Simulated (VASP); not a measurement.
# SnSe2 (Cm) in VASP: notebook

Runs on SnSe2. Level: PBE. Tasks: single point.

Program: VASP 6.6.1. These are calculated values, not measurements. Logs are shortened: lines on timing, memory, paths and dates and some standing lists are left out, and cuts for length are marked.

## (1) The cell of the first run

It takes space group Cm (No. 8, monoclinic). Conventional cell: a = 6.601 Å, b = 3.811 Å, c = 6.136 Å, α = 90.00°, β = 90.00°, γ = 90.00°. Within 3.5 Å of Sn (site symmetry m) lie 6 Se at 2.67 to 2.70 Å. Within 3.5 Å of Se (site symmetry m) lie 3 Sn at 2.68 Å. Within 3.5 Å of Se (site symmetry m) lie 3 Sn at 2.67 to 2.70 Å.

## (2) Single point, PBE

Input file INCAR:

```
ALGO = Normal
EDIFF = 1E-7
ENCUT = 520
GGA = PE
ISIF = 2
ISMEAR = 0
LASPH = True
LCHARG = True
LELF = True
LREAL = False
LVHAR = True
LWAVE = False
NBANDS = 20
NELM = 100
PREC = Accurate
SIGMA = 0.01
```

Input file KPOINTS:

```
k-points
0
Gamma
  6 6 4
```

Input file POSCAR:

```
SnSe2
1.0
    3.8110000000      0.0000000000      0.0000000000
   -1.9055000000      3.3004200000      0.0000000000
    0.0000000000      0.0000000000      6.1360000000
Sn Se
1 2
Direct
    0.0000000000      0.0000000000      0.0000000000
    0.3333333333      0.6666666667      0.2490000000
    0.6628792699      0.3257585398      0.7510000000
```

Potentials or basis: VASP PAW PBE potentials, release 64 (Sn_d, Se).

Run with:

```sh
$ cat potpaw_PBE.64/Sn_d/POTCAR potpaw_PBE.64/Se/POTCAR > POTCAR
$ mpirun -np 1 vasp_std > vasp.out
```

OUTCAR:

```text
EDIFF = 1E-7
   ENCUT = 520
   GGA = PE
   ISIF = 2
   ISMEAR = 0
   LASPH = True
   LREAL = False
   NELM = 100
   PREC = Accurate

 ion  position               nearest neighbor table
   1  0.000  0.000  0.000-   3 2.67   3 2.67   2 2.68   2 2.68   2 2.68   3 2.70
   2  0.333  0.667  0.249-   1 2.68   1 2.68   1 2.68
   3  0.663  0.326  0.751-   1 2.67   1 2.67   1 2.70

  LATTYP: Found a hexagonal cell.
 ALAT       =     3.8110000000
 C/A-ratio  =     1.6100760955

  Lattice vectors:

 A1 = (   3.8110000000,   0.0000000000,   0.0000000000)
 A2 = (  -1.9055000000,   3.3004200000,   0.0000000000)
 A3 = (   0.0000000000,   0.0000000000,   6.1360000000)

Analysis of symmetry for initial positions (statically):
=====================================================================
 Subroutine PRICEL returns:
 Original cell was already a primitive cell.

 Routine SETGRP: Setting up the symmetry group for a
 hexagonal supercell.

 Subroutine GETGRP returns: Found  2 space group operations
 (whereof  2 operations were pure point group operations)
 out of a pool of 24 trial point group operations.

The static configuration has the point symmetry C_1h.

Analysis of symmetry for dynamics (positions and initial velocities):
=====================================================================
 Subroutine PRICEL returns:
 Original cell was already a primitive cell.

 Routine SETGRP: Setting up the symmetry group for a
 hexagonal supercell.

 Subroutine GETGRP returns: Found  2 space group operations
 (whereof  2 operations were pure point group operations)
 out of a pool of 24 trial point group operations.

The dynamic configuration has the point symmetry C_1h.

 Subroutine INISYM returns: Found  2 space group operations
 (whereof  2 operations are pure point group operations),
 and found     1 'primitive' translations

----------------------------------------------------------------------------------------

                                     Primitive cell

  volume of cell :      77.1780

  direct lattice vectors                    reciprocal lattice vectors
     3.811000000  0.000000000  0.000000000     0.262398321  0.151495870  0.000000000
[... 76 lines left out ...]
   NGX,Y,Z   is equivalent  to a cutoff of  12.21, 12.21, 13.00 a.u.
   NGXF,Y,Z  is equivalent  to a cutoff of  24.43, 24.43, 26.01 a.u.
 SYSTEM =  unknown system
   PREC   = accura    normal or accurate (medium, high low for compatibility)
   ISTART =      0    job   : 0-new  1-cont  2-samecut
   ICHARG =      2    charge: 1-file 2-atom 10-const
   ISPIN  =      1    spin polarized calculation?
   LNONCOLLINEAR =      F non collinear calculations
   LSORBIT =      F    spin-orbit coupling
   LASPH  =      T    aspherical Exc in radial PAW
   ENCUT  =  520.0 eV  38.22 Ry    6.18 a.u.   7.09  7.09 11.41*2*pi/ulx,y,z
   NELM   =    100;   NELMIN=  2; NELMDL= -5     # of ELM steps
   EDIFF  = 0.1E-06   stopping-criterion for ELM
   LREAL  =      F    real-space projection
   EDIFFG = 0.1E-05   stopping-criterion for IOM
   NSW    =      0    number of steps for IOM
   IBRION =     -1    ionic relax: 0-MD 1-quasi-New 2-CG
   NFREE  =      0    steps in history (QN), initial steepest desc. (CG)
   ISIF   =      2    stress and relaxation
   ISYM   =      2    0-nonsym 1-usesym 2-fastsym
   POTIM  = 0.5000    time-step for ionic-motion
   TEBEG  =    0.0;   TEEND  =   0.0 temperature during run
   PSTRESS=    0.0 pullay stress
   NELECT =      26.0000    total number of electrons
   NUPDOWN=      -1.0000    fix difference up-down
   EMIN   =  10.00;   EMAX   =-10.00  energy-range for DOS
   EFERMI =   0.00;   METHOD = LEGACY
   ISMEAR =     0;   SIGMA  =   0.01  broadening in eV -4-tet -1-fermi 0-gaus
   EFERMI_NEDOS =   21; number of points for ismear=-14 and -15
   IALGO  =     38    algorithm
   IMIX   =      4    mixing-type and parameters
     AMIX     =   0.40;   BMIX     =  1.00
     AMIX_MAG =   1.60;   BMIX_MAG =  1.00
  volume/ion in A,a.u.               =      25.73       173.61
  Fermi-wavevector in a.u.,A,eV,Ry     =   1.139116  2.152618 17.654732  1.297586
  Thomas-Fermi vector in A             =   2.275820
   LORBIT       =      0    0 simple, 1 ext, 2 COOP (PROOUT), +10 PAW based schemes
   GGA     = PE    functional components
   LHFCALC =     F    Hartree Fock is set to
   AEXX    =    0.0000 exact exchange contribution
   IVDW    =     0    specifies the selected vdW correction
   LEPSILON=     F    determine dielectric tensor
   LRPA    =     F    only Hartree local field effects (RPA)
 non-spin polarized calculation
 Gauss-broadening in eV      SIGMA  =   0.01
  energy-cutoff  :      520.00
  volume of cell :       77.18
 maximum number of plane-waves:      2109
   NGX = 15   NGY = 15   NGZ = 23

 number of electron      26.0000005 magnetization

 Free energy of the ion-electron system (eV)
  ---------------------------------------------------
  ext. energy  EPLUGINS =         0.00000000
  ---------------------------------------------------
  free energy    TOTEN  =       -11.73597505 eV

  energy without entropy =      -11.73597505  energy(sigma->0) =      -11.73597505

 E-fermi :   4.2413     XC(G=0):  -9.4528

 val. band max:        4.1716332006   @ k =   0.0000   0.0000   0.0000
 cond. band min:       4.9795907638   @ k =   0.0000   0.5000   0.2500
 fundamental gap:      0.8079575631
 Fermi energy:         4.2412623966

 k-point     1 :       0.0000    0.0000    0.0000
  band No.  band energies     occupation
      1     -17.0981      2.00000
      2     -17.0975      2.00000
      3     -17.0597      2.00000
      4     -17.0442      2.00000
      5     -17.0441      2.00000
      6      -9.8266      2.00000
[... 541 lines left out ...]
     19      13.5965      0.00000
     20      15.5010      0.00000

 [... further k-points ...]
[... 5 lines left out ...]
  --------------------------------------------------------------------------------------
  -------------------------------------------------------------------------------------
  Total        2.5475922      2.4669783      3.1674917      0.0000000     -0.1552126      0.0000000
  in kB       52.8867626     51.2132573     65.7555716      0.0000000     -3.2221372      0.0000000
  external PRESSURE =      56.6185305 kB  Pullay stress =       0.0000000 kB

 VOLUME and BASIS-vectors are now :
 -----------------------------------------------------------------------------
  energy-cutoff  :      520.00
  volume of cell :       77.18
      direct lattice vectors                 reciprocal lattice vectors
     3.811000000  0.000000000  0.000000000     0.262398321  0.151495870  0.000000000
    -1.905500000  3.300420000  0.000000000     0.000000000  0.302991740  0.000000000
     0.000000000  0.000000000  6.136000000     0.000000000  0.000000000  0.162972621

 POSITION                                       TOTAL-FORCE (eV/Angst)
 -----------------------------------------------------------------------------------
      0.00000      0.00000      0.00000         0.000000     -0.081253      0.003656
     -0.00000      2.20028      1.52786        -0.000000     -0.020762      0.796334
      1.90550      1.07514      4.60814        -0.000000      0.102015     -0.799990
 -----------------------------------------------------------------------------------
    total drift:                                0.000000      0.000041     -0.000009

  FREE ENERGIE OF THE ION-ELECTRON SYSTEM (eV)
  ---------------------------------------------------
  free  energy   TOTEN  =       -11.7359750528 eV

  energy  without entropy=      -11.7359750528  energy(sigma->0) =      -11.73597505
```

OSZICAR:

```text
N       E                     dE             d eps       ncg     rms          rms(c)
DAV:   1     0.209045350417E+03    0.20905E+03   -0.12245E+04  1936   0.148E+03
DAV:   2     0.119587234843E+02   -0.19709E+03   -0.18959E+03  2024   0.393E+02
DAV:   3    -0.111670163680E+02   -0.23126E+02   -0.22693E+02  2264   0.114E+02
DAV:   4    -0.119937079566E+02   -0.82669E+00   -0.82524E+00  2220   0.229E+01
DAV:   5    -0.120135352087E+02   -0.19827E-01   -0.19825E-01  2636   0.367E+00    0.523E+00
DAV:   6    -0.117564930516E+02    0.25704E+00   -0.49712E-01  2828   0.753E+00    0.338E+00
DAV:   7    -0.117356380434E+02    0.20855E-01   -0.16962E-01  2272   0.264E+00    0.102E+00
DAV:   8    -0.117354143502E+02    0.22369E-03   -0.13106E-02  2388   0.116E+00    0.290E-01
DAV:   9    -0.117359345172E+02   -0.52017E-03   -0.15949E-03  2176   0.302E-01    0.889E-02
DAV:  10    -0.117359411642E+02   -0.66470E-05   -0.11106E-04  2488   0.762E-02    0.347E-02
DAV:  11    -0.117359736418E+02   -0.32478E-04   -0.43349E-05  2104   0.365E-02    0.667E-03
DAV:  12    -0.117359744147E+02   -0.77287E-06   -0.22396E-06  2544   0.108E-02    0.592E-03
DAV:  13    -0.117359749612E+02   -0.54659E-06   -0.23076E-06  2104   0.838E-03    0.268E-03
DAV:  14    -0.117359750528E+02   -0.91534E-07   -0.50903E-08  1804   0.142E-03
   1 F= -.11735975E+02 E0= -.11735975E+02  d E =-.344738E-25
```

It took 59 s on 1 thread of AMD EPYC 7R43 (Zen 3), shared host; peak memory 0.19 GiB.

Results:

* Free energy: -11.7360 eV
* Pressure: 5.7 GPa
* Largest force: 0.806 eV/Å
* Band gap on the k mesh: 0.81 eV, indirect (least direct gap 1.09 eV)

Forces in eV/Å, atoms in the order of the input:
```
Sn   0.000 -0.081  0.004
Se   0.000 -0.021  0.796
Se   0.000  0.102 -0.800
```

Levels at points of the mesh, in eV from the valence-band top:
```
           k point  band 11  band 12  band 13  band 14  band 15  band 16
(0.00, 0.00, 0.00)    -0.39    -0.39     0.00     1.09     2.94     4.60
(0.50, 0.00, 0.00)    -2.67    -1.17    -0.30     1.15     3.80     5.43
(0.00, 0.50, 0.00)    -2.69    -1.24    -0.31     1.16     3.79     5.49
(0.00, 0.00, 0.50)    -0.75    -0.24    -0.23     2.45     2.92     4.33
(0.50, 0.00, 0.50)    -2.00    -0.85    -0.69     0.89     4.28     4.86
(0.00, 0.50, 0.50)    -1.96    -0.82    -0.70     0.83     4.22     4.83
```

Caveat: spin-orbit coupling is left out, which moves the levels of the heavy elements; this functional lacks dispersion, which binds the layers, so the pressure and a relaxed spacing across them are unreliable. A k mesh can miss the band edges.

## (3) Single point, PBE

Input file INCAR:

```
SYSTEM = SnSe2
  ALGO = Normal
  EDIFF = 1E-6
  ENCUT = 520
  GGA = PE
  ISIF = 2
  ISMEAR = 0
  LASPH = .TRUE.
  LCHARG = .TRUE.
  LELF = .TRUE.
  LREAL = .FALSE.
  LVHAR = .TRUE.
  LWAVE = .FALSE.
  NBANDS = 20
  NELM = 80
  PREC = Accurate
  SIGMA = 0.01
```

Input file KPOINTS:

```
k-points
0
G
  6 6 4
  0 0 0
```

Edit POSCAR of step 2 so:

```diff
@@ -10,2 +10,2 @@
     0.3333333333      0.6666666667      0.2490000000
-    0.6628792699      0.3257585398      0.7510000000
+    0.6704540634      0.3409081268      0.7510000000
```

Potentials or basis: VASP PAW PBE potentials, release 64 (Sn_d, Se).

Run with:

```sh
$ cat potpaw_PBE.64/Sn_d/POTCAR potpaw_PBE.64/Se/POTCAR > POTCAR
$ mpirun -np 1 vasp_std > vasp.out
```

Run time: 50 s. Hardware: 1 thread of AMD EPYC 7R43 (Zen 3), shared host; peak memory 0.19 GiB.

The run converged. Its results:

| Property | Result |
| --- | --- |
| Free energy | -11.7359 eV |
| Pressure | 5.7 GPa |
| Largest force | 0.807 eV/Å |
| Band gap on the k mesh | 0.81 eV, indirect (least direct gap 1.09 eV) |

Forces on the atoms (eV/Å):
```
Sn   0.000  0.088  0.004
Se   0.000  0.020  0.796
Se   0.000 -0.107 -0.800
```

Stress tensor (GPa, compression positive):
```
5.13 0.00 0.00
0.00 5.30 0.34
0.00 0.34 6.58
```

Levels at points of the mesh, in eV from the valence-band top:
| k point | band 10 | band 11 | band 12 | band 13 | band 14 | band 15 | band 16 | band 17 |
| --- | --- | --- | --- | --- | --- | --- | --- | --- |
| (0.00, 0.00, 0.00) | -0.66 | -0.39 | -0.39 | 0.00 | 1.09 | 2.94 | 4.59 | 4.69 |
| (0.50, 0.00, 0.00) | -2.89 | -2.68 | -1.22 | -0.31 | 1.16 | 3.79 | 5.46 | 5.51 |
| (0.00, 0.50, 0.00) | -2.93 | -2.67 | -1.15 | -0.29 | 1.15 | 3.80 | 5.41 | 5.49 |
| (0.00, 0.00, 0.50) | -0.82 | -0.75 | -0.24 | -0.23 | 2.45 | 2.92 | 4.33 | 4.41 |
| (0.50, 0.00, 0.50) | -2.52 | -1.97 | -0.83 | -0.69 | 0.85 | 4.24 | 4.84 | 5.84 |
| (0.00, 0.50, 0.50) | -2.50 | -2.01 | -0.86 | -0.69 | 0.91 | 4.31 | 4.87 | 5.82 |

Caveat: spin-orbit coupling is left out, which moves the levels of the heavy elements; this functional lacks dispersion, which binds the layers, so the pressure and a relaxed spacing across them are unreliable. A k mesh can miss the band edges.

[end of part 1 of 2]
